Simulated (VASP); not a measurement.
# GaSb (I-4m2) in VASP: notebook

The runs below take GaSb through single point, with PBE.

Program: VASP 6.6.1. These are calculated values, not measurements. Logs are shortened: lines on timing, memory, paths and dates and some standing lists are left out, and cuts for length are marked.

## (1) The cell of the first run

Symmetry: I-4m2, No. 119, tetragonal system. The conventional cell has a = 5.145 Å, b = 5.145 Å, c = 3.542 Å, α = 90.00°, β = 90.00°, γ = 90.00°. Within 3.7 Å of Ga (site symmetry -4m2) lie 8 Sb at 2.72 to 3.70 Å and 2 Ga at 3.54 Å. Sb (site symmetry -4m2) has 8 Ga at 2.72 to 3.70 Å and 2 Sb at 3.54 Å within 3.7 Å.

## (2) Single point, PBE

INCAR

```
SYSTEM = GaSb
  PREC = Accurate
  ENCUT = 520
  EDIFF = 1E-6
  ISMEAR = 0
  SIGMA = 0.15
  LREAL = .False.
  LASPH = .True.
  NELM = 60
  ALGO = Normal
  ISIF = 2
  LWAVE = .False.
  LCHARG = .False.
  GGA = PE
  NBANDS = 16
```

KPOINTS

```
Automatic mesh
0
Gamma
  16 16 16
  0 0 0
```

POSCAR

```
GaSb
1.0
   -2.5723000000      2.5723000000      1.7709000000
    2.5723000000     -2.5723000000      1.7709000000
    2.5723000000      2.5723000000     -1.7709000000
Ga Sb
1 1
Direct
    0.2500000000      0.7500000000      0.5000000000
    0.0000000000      0.0000000000      0.0000000000
```

Potentials or basis: VASP PAW PBE potentials, release 64 (Ga_d, Sb).

Launch:

```sh
$ cat potpaw_PBE.64/Ga_d/POTCAR potpaw_PBE.64/Sb/POTCAR > POTCAR
$ mpirun -np 1 vasp_std > vasp.out
```

OUTCAR:

```text
SYSTEM = GaSb
   PREC = Accurate
   ENCUT = 520
   EDIFF = 1E-6
   ISMEAR = 0
   LREAL = .False.
   LASPH = .True.
   NELM = 60
   ISIF = 2
   GGA = PE

 ion  position               nearest neighbor table
   1  0.250  0.750  0.500-   2 2.72   2 2.72   2 2.72   2 2.72
   2  0.000  0.000  0.000-   1 2.72   1 2.72   1 2.72   1 2.72

  LATTYP: Found a body centered tetragonal cell.
 ALAT       =     5.1446000000
 C/A-ratio  =     0.6884500253

  Lattice vectors:

 A1 = (  -2.5723000000,   2.5723000000,   1.7709000000)
 A2 = (   2.5723000000,  -2.5723000000,   1.7709000000)
 A3 = (   2.5723000000,   2.5723000000,  -1.7709000000)

Analysis of symmetry for initial positions (statically):
=====================================================================
 Subroutine PRICEL returns:
 Original cell was already a primitive cell.

 Routine SETGRP: Setting up the symmetry group for a
 body centered tetragonal supercell.

 Subroutine GETGRP returns: Found  8 space group operations
 (whereof  8 operations were pure point group operations)
 out of a pool of 16 trial point group operations.

The static configuration has the point symmetry D_2d.

Analysis of symmetry for dynamics (positions and initial velocities):
=====================================================================
 Subroutine PRICEL returns:
 Original cell was already a primitive cell.

 Routine SETGRP: Setting up the symmetry group for a
 body centered tetragonal supercell.

 Subroutine GETGRP returns: Found  8 space group operations
 (whereof  8 operations were pure point group operations)
 out of a pool of 16 trial point group operations.

The dynamic configuration has the point symmetry D_2d.

 Subroutine INISYM returns: Found  8 space group operations
 (whereof  8 operations are pure point group operations),
 and found     1 'primitive' translations

----------------------------------------------------------------------------------------

                                     Primitive cell

  volume of cell :      46.8702

  direct lattice vectors                    reciprocal lattice vectors
    -2.572300000  2.572300000  1.770900000     0.000000000  0.194378572  0.282342312
     2.572300000 -2.572300000  1.770900000     0.194378572  0.000000000  0.282342312
     2.572300000  2.572300000 -1.770900000     0.194378572  0.194378572  0.000000000

  length of vectors
     4.045928990  4.045928990  4.045928990     0.342783037  0.342783037  0.274892812

  position of ions in fractional coordinates (direct lattice)
     0.250000000  0.750000000  0.500000000
     0.000000000  0.000000000  0.000000000

  ion indices of the primitive-cell ions
   primitive index   ion index
                 1           1
                 2           2

----------------------------------------------------------------------------------------

 KPOINTS: Automatic mesh

Automatic generation of k-mesh.
 Grid dimensions read from file:
 generate k-points for:   16   16   16

 Generating k-lattice:

  Cartesian coordinates                     Fractional coordinates (reciprocal lattice)
     0.000000000  0.012148661  0.017646394     0.062500000 -0.000000000  0.000000000
     0.012148661  0.000000000  0.017646394    -0.000000000  0.062500000  0.000000000
     0.012148661  0.012148661  0.000000000     0.000000000  0.000000000  0.062500000

  Length of vectors
     0.021423940  0.021423940  0.017180801

  Shift w.r.t. Gamma in fractional coordinates (k-lattice)
     0.000000000  0.000000000  0.000000000

 Subroutine IBZKPT returns following result:
 ===========================================

 Found    349 irreducible k-points:

 Following reciprocal coordinates:
            Coordinates               Weight
  0.000000  0.000000  0.000000      1.000000
  0.062500 -0.000000  0.000000      8.000000
  0.125000 -0.000000  0.000000      8.000000
  0.187500  0.000000  0.000000      8.000000
  0.250000 -0.000000  0.000000      8.000000
  0.312500  0.000000  0.000000      8.000000
[... 16 lines left out ...]
 -0.125000  0.062500 -0.000000     16.000000
 -0.062500  0.062500  0.000000      4.000000
 [... further k-points ...]
   k-points           NKPTS =    349   k-points in BZ     NKDIM =    349   number of bands    NBANDS=     16
   number of dos      NEDOS =    301   number of ions     NIONS =      2
   total plane-waves  NPLWV =  27000
   dimension x,y,z NGX =    30 NGY =   30 NGZ =   30
   dimension x,y,z NGXF=    60 NGYF=   60 NGZF=   60
   ions per type =               1   1
   NGX,Y,Z   is equivalent  to a cutoff of  12.33, 12.33, 12.33 a.u.
   NGXF,Y,Z  is equivalent  to a cutoff of  24.65, 24.65, 24.65 a.u.
 SYSTEM =  GaSb
   PREC   = accura    normal or accurate (medium, high low for compatibility)
   ISTART =      0    job   : 0-new  1-cont  2-samecut
   ICHARG =      2    charge: 1-file 2-atom 10-const
   ISPIN  =      1    spin polarized calculation?
   LNONCOLLINEAR =      F non collinear calculations
   LSORBIT =      F    spin-orbit coupling
   LASPH  =      T    aspherical Exc in radial PAW
   ENCUT  =  520.0 eV  38.22 Ry    6.18 a.u.   7.52  7.52  7.52*2*pi/ulx,y,z
   NELM   =     60;   NELMIN=  2; NELMDL= -5     # of ELM steps
   EDIFF  = 0.1E-05   stopping-criterion for ELM
   LREAL  =      F    real-space projection
   EDIFFG = 0.1E-04   stopping-criterion for IOM
   NSW    =      0    number of steps for IOM
   IBRION =     -1    ionic relax: 0-MD 1-quasi-New 2-CG
   NFREE  =      0    steps in history (QN), initial steepest desc. (CG)
   ISIF   =      2    stress and relaxation
   ISYM   =      2    0-nonsym 1-usesym 2-fastsym
   POTIM  = 0.5000    time-step for ionic-motion
   TEBEG  =    0.0;   TEEND  =   0.0 temperature during run
   PSTRESS=    0.0 pullay stress
   NELECT =      18.0000    total number of electrons
   NUPDOWN=      -1.0000    fix difference up-down
   EMIN   =  10.00;   EMAX   =-10.00  energy-range for DOS
   EFERMI =   0.00;   METHOD = LEGACY
   ISMEAR =     0;   SIGMA  =   0.15  broadening in eV -4-tet -1-fermi 0-gaus
   EFERMI_NEDOS =   21; number of points for ismear=-14 and -15
   IALGO  =     38    algorithm
   IMIX   =      4    mixing-type and parameters
     AMIX     =   0.40;   BMIX     =  1.00
     AMIX_MAG =   1.60;   BMIX_MAG =  1.00
  volume/ion in A,a.u.               =      23.44       158.15
  Fermi-wavevector in a.u.,A,eV,Ry     =   1.189962  2.248703 19.265993  1.416011
  Thomas-Fermi vector in A             =   2.326058
   LORBIT       =      0    0 simple, 1 ext, 2 COOP (PROOUT), +10 PAW based schemes
   GGA     = PE    functional components
   LHFCALC =     F    Hartree Fock is set to
   AEXX    =    0.0000 exact exchange contribution
   IVDW    =     0    specifies the selected vdW correction
   LEPSILON=     F    determine dielectric tensor
   LRPA    =     F    only Hartree local field effects (RPA)
 non-spin polarized calculation
 Gauss-broadening in eV      SIGMA  =   0.15
  energy-cutoff  :      520.00
  volume of cell :       46.87
 maximum number of plane-waves:      1297
   NGX = 15   NGY = 15   NGZ = 15

 number of electron      18.0000007 magnetization

 Free energy of the ion-electron system (eV)
  ---------------------------------------------------
  ext. energy  EPLUGINS =         0.00000000
  ---------------------------------------------------
  free energy    TOTEN  =        -6.83254465 eV

  energy without entropy =       -6.82366017  energy(sigma->0) =       -6.82810241

 E-fermi :   6.8893     XC(G=0): -10.3300

 val. band max:        6.8781853493   @ k =   0.4375   0.4375   0.0625
 cond. band min:       6.8951872046   @ k =   0.3125   0.1250   0.0000
 fundamental gap:      0.0170018553
 Fermi energy:         6.8892940830

 k-point     1 :       0.0000    0.0000    0.0000
  band No.  band energies     occupation
      1      -8.1617      2.00000
      2      -8.1145      2.00000
      3      -8.1136      2.00000
      4      -8.1136      2.00000
      5      -8.0998      2.00000
      6      -5.3073      2.00000
[... 8 lines left out ...]
     15      15.3752      0.00000
     16      16.1985      0.00000

 k-point     2 :       0.0625   -0.0000    0.0000
  band No.  band energies     occupation
      1      -8.1597      2.00000
      2      -8.1167      2.00000
      3      -8.1144      2.00000
      4      -8.1130      2.00000
      5      -8.0990      2.00000
      6      -5.2427      2.00000
[... 8 lines left out ...]
     15      15.6800      0.00000
     16      16.4671      0.00000

 k-point     3 :       0.1250   -0.0000    0.0000
  band No.  band energies     occupation
      1      -8.1542      2.00000
      2      -8.1210      2.00000
      3      -8.1168      2.00000
      4      -8.1132      2.00000
      5      -8.0964      2.00000
      6      -5.0499      2.00000
[... 8 lines left out ...]
     15      16.0923      0.00000
     16      16.9089      0.00000

 k-point     4 :       0.1875    0.0000    0.0000
  band No.  band energies     occupation
      1      -8.1481      2.00000
      2      -8.1255      2.00000
      3      -8.1207      2.00000
      4      -8.1137      2.00000
      5      -8.0922      2.00000
      6      -4.7319      2.00000
[... 8 lines left out ...]
     15      15.7190      0.00000
     16      17.6547      0.00000
[... 324 lines left out ...]
 k-point    22 :      -0.1875    0.0625    0.0000
  band No.  band energies     occupation
      1      -8.1533      2.00000
      2      -8.1239      2.00000
      3      -8.1169      2.00000
      4      -8.1112      2.00000
      5      -8.0945      2.00000
      6      -4.9261      2.00000
[... 8 lines left out ...]
     15      15.5811      0.00000
     16      16.4925      0.00000

 k-point    23 :      -0.1250    0.0625   -0.0000
  band No.  band energies     occupation
      1      -8.1587      2.00000
      2      -8.1194      2.00000
      3      -8.1147      2.00000
      4      -8.1107      2.00000
      5      -8.0977      2.00000
      6      -5.1598      2.00000
[... 8 lines left out ...]
     15      15.3496      0.00000
     16      16.2442      0.00000

 k-point    24 :      -0.0625    0.0625    0.0000
  band No.  band energies     occupation
      1      -8.1611      2.00000
      2      -8.1167      2.00000
      3      -8.1139      2.00000
      4      -8.1114      2.00000
      5      -8.0992      2.00000
      6      -5.2657      2.00000
[... 8 lines left out ...]
     15      15.2028      0.00000
     16      16.0744      0.00000

 [... further k-points ...]

------------------------ aborting loop because EDIFF is reached ----------------------------------------

  FORCE on cell =-STRESS in cart. coord.  units (eV):
  Direction    XX          YY          ZZ          XY          YZ          ZX
  --------------------------------------------------------------------------------------
  -------------------------------------------------------------------------------------
  Total        1.8935620      1.8935620      0.0591656      0.0000000      0.0000000      0.0000000
  in kB       64.7280970     64.7280970      2.0224728      0.0000000      0.0000000      0.0000000
  external PRESSURE =      43.8262223 kB  Pullay stress =       0.0000000 kB

 VOLUME and BASIS-vectors are now :
 -----------------------------------------------------------------------------
  energy-cutoff  :      520.00
  volume of cell :       46.87
      direct lattice vectors                 reciprocal lattice vectors
    -2.572300000  2.572300000  1.770900000     0.000000000  0.194378572  0.282342312
     2.572300000 -2.572300000  1.770900000     0.194378572  0.000000000  0.282342312
     2.572300000  2.572300000 -1.770900000     0.194378572  0.194378572  0.000000000

 POSITION                                       TOTAL-FORCE (eV/Angst)
 -----------------------------------------------------------------------------------
      2.57230      0.00000      0.88545        -0.000000      0.000000      0.000000
      0.00000      0.00000      0.00000         0.000000     -0.000000     -0.000000
 -----------------------------------------------------------------------------------
    total drift:                                0.000001     -0.000001      0.000000

  FREE ENERGIE OF THE ION-ELECTRON SYSTEM (eV)
  ---------------------------------------------------
  free  energy   TOTEN  =        -6.8325446456 eV

  energy  without entropy=       -6.8236601698  energy(sigma->0) =       -6.82810241
```

It took 5.2 min on 1 thread of Intel Xeon 8259CL, shared host; peak memory 0.39 GiB.

Results:

- Free energy: -6.8325 eV
- Pressure: 4.4 GPa
- Band gap on the k mesh: zero (bands 9 and 10 overlap by 4.78 eV)

Levels at points of the mesh, in eV from the Fermi level:
| k point | band 6 | band 7 | band 8 | band 9 | band 10 | band 11 | band 12 | band 13 |
| --- | --- | --- | --- | --- | --- | --- | --- | --- |
| (0.00, 0.00, 0.00) | -12.20 | -1.29 | -1.29 | -1.20 | 3.15 | 4.13 | 5.48 | 6.89 |
| (0.50, 0.00, 0.00) | -9.22 | -6.25 | -2.12 | -1.95 | -0.85 | 2.30 | 3.91 | 5.93 |
| (0.50, 0.50, 0.00) | -10.25 | -8.13 | 0.43 | 1.05 | 3.55 | 3.59 | 4.15 | 4.94 |
| (0.50, 0.50, 0.50) | -8.64 | -5.52 | -4.97 | -4.97 | 0.99 | 2.34 | 11.15 | 11.15 |

Caveat: the cell stands under pressure; spin-orbit coupling is left out, which moves the levels of the heavy elements.

## (3) Single point, PBE

This run uses another cell than the first one, of 23.59 Å³/atom.

INCAR

```
SYSTEM = GaSb
  PREC = Accurate
  ENCUT = 520
  EDIFF = 1E-7
  ISMEAR = 0
  SIGMA = 0.15
  LREAL = .False.
  LASPH = .True.
  NELM = 100
  ALGO = Normal
  ISIF = 2
  LWAVE = .False.
  LCHARG = .True.
  GGA = PE
  LELF = .True.
  LVHAR = .True.
  NBANDS = 16
```

KPOINTS

```
regular mesh
0
Gamma
  16 16 16
  0 0 0
```

POSCAR

```
GaSb
1.0
   -2.7659365100      2.7659365100      1.5416500000
    2.7659365100     -2.7659365100      1.5416500000
    2.7659365100      2.7659365100     -1.5416500000
Ga Sb
1 1
Direct
    0.2500000000      0.7500000000      0.5000000000
    0.0000000000      0.0000000000      0.0000000000
```

Potentials or basis: VASP PAW PBE potentials, release 64 (Ga_d, Sb).

Launch:

```sh
$ cat potpaw_PBE.64/Ga_d/POTCAR potpaw_PBE.64/Sb/POTCAR > POTCAR
$ mpirun -np 1 vasp_std > vasp.out
```

OUTCAR:

```text
SYSTEM = GaSb
   PREC = Accurate
   ENCUT = 520
   EDIFF = 1E-7
   ISMEAR = 0
   LREAL = .False.
   LASPH = .True.
   NELM = 100
   ISIF = 2
   GGA = PE

 ion  position               nearest neighbor table
   1  0.250  0.750  0.500-   2 2.87   2 2.87   2 2.87   2 2.87
   2  0.000  0.000  0.000-   1 2.87   1 2.87   1 2.87   1 2.87

  LATTYP: Found a body centered tetragonal cell.
 ALAT       =     5.5318730200
 C/A-ratio  =     0.5573699882

  Lattice vectors:

[... 644 lines left out ...]

  FORCE on cell =-STRESS in cart. coord.  units (eV):
  Direction    XX          YY          ZZ          XY          YZ          ZX
  --------------------------------------------------------------------------------------
  -------------------------------------------------------------------------------------
  Total        0.2695554      0.2695554      0.6506225      0.0000000      0.0000000      0.0000000
  in kB        9.1543691      9.1543691     22.0957852      0.0000000      0.0000000      0.0000000
  external PRESSURE =      13.4681744 kB  Pullay stress =       0.0000000 kB

 VOLUME and BASIS-vectors are now :
 -----------------------------------------------------------------------------
  energy-cutoff  :      520.00
  volume of cell :       47.18
      direct lattice vectors                 reciprocal lattice vectors
    -2.765936510  2.765936510  1.541650000     0.000000000  0.180770599  0.324327831
     2.765936510 -2.765936510  1.541650000     0.180770599  0.000000000  0.324327831
     2.765936510  2.765936510 -1.541650000     0.180770599  0.180770599  0.000000000

 POSITION                                       TOTAL-FORCE (eV/Angst)
 -----------------------------------------------------------------------------------
      2.76594     -0.00000      0.77082         0.000000     -0.000000      0.000000
      0.00000      0.00000      0.00000        -0.000000      0.000000     -0.000000
 -----------------------------------------------------------------------------------
    total drift:                                0.000000     -0.000000      0.000000

  FREE ENERGIE OF THE ION-ELECTRON SYSTEM (eV)
  ---------------------------------------------------
  free  energy   TOTEN  =        -6.9863278987 eV

  energy  without entropy=       -6.9774547731  energy(sigma->0) =       -6.98189134
```

OSZICAR:

```text
N       E                     dE             d eps       ncg     rms          rms(c)
DAV:   1     0.835284429882E+02    0.83528E+02   -0.82765E+03 11208   0.148E+03
DAV:   2    -0.823748607448E+00   -0.84352E+02   -0.81499E+02 12944   0.320E+02
DAV:   3    -0.689849300615E+01   -0.60747E+01   -0.60505E+01 13384   0.635E+01
DAV:   4    -0.700155957365E+01   -0.10307E+00   -0.10305E+00 13624   0.911E+00
DAV:   5    -0.700392194393E+01   -0.23624E-02   -0.23623E-02 14048   0.126E+00    0.249E+00
DAV:   6    -0.698858142050E+01    0.15341E-01   -0.36268E-02 14656   0.313E+00    0.141E+00
DAV:   7    -0.698634496559E+01    0.22365E-02   -0.11139E-02 16480   0.115E+00    0.247E-01
DAV:   8    -0.698631418135E+01    0.30784E-04   -0.13967E-03 14616   0.480E-01    0.418E-02
DAV:   9    -0.698632688811E+01   -0.12707E-04   -0.87347E-05 13384   0.702E-02    0.175E-02
DAV:  10    -0.698632838503E+01   -0.14969E-05   -0.59176E-06 14800   0.179E-02    0.283E-03
DAV:  11    -0.698632813098E+01    0.25405E-06   -0.62983E-07 13536   0.658E-03    0.165E-03
DAV:  12    -0.698632789169E+01    0.23929E-06   -0.59780E-08  9144   0.248E-03    0.331E-04
DAV:  13    -0.698632789868E+01   -0.69913E-08   -0.13446E-08  7480   0.138E-03
   1 F= -.69863279E+01 E0= -.69818913E+01  d E =-.887313E-02
```

stdout:

```text
POSCAR found type information on POSCAR GaSb
 POSCAR found :  2 types and       2 ions
 scaLAPACK will be used
 LDA part: xc-table for (Slater+PW92), standard interpolation
 POSCAR, INCAR and KPOINTS ok, starting setup
 FFT: planning ... GRIDC
 FFT: planning ... GRID_SOFT
 FFT: planning ... GRID
 WAVECAR not read
 entering main loop
```

It took 6 min on 1 thread of Intel Xeon 8259CL, shared host; peak memory 0.4 GiB.

Results:

```yaml
Free_energy: -6.9863 eV
Pressure: 1.3 GPa
Band_gap_on_the_k_mesh: zero (bands 9 and 10 overlap by 4.64 eV)
```

Stress tensor (GPa, compression positive):
```
0.92 0.00 0.00
0.00 0.92 0.00
0.00 0.00 2.21
```

Levels at points of the mesh, in eV from the Fermi level:
```
           k point  band 6  band 7  band 8  band 9  band 10  band 11  band 12  band 13
(0.00, 0.00, 0.00)  -12.14   -3.23   -2.07   -2.07     3.25     5.65     7.00     7.00
(0.50, 0.00, 0.00)   -8.15   -5.64   -2.53   -1.39    -1.25     2.41     3.25     5.11
(0.50, 0.50, 0.00)  -10.70   -8.20   -0.19    1.68     1.89     2.11     5.10     7.13
(0.50, 0.50, 0.50)   -9.57   -6.12   -5.13   -5.13     4.11     5.60    10.21    10.21
```

Caveat: spin-orbit coupling is left out, which moves the levels of the heavy elements.

(Part 1 of 2 ends here.)
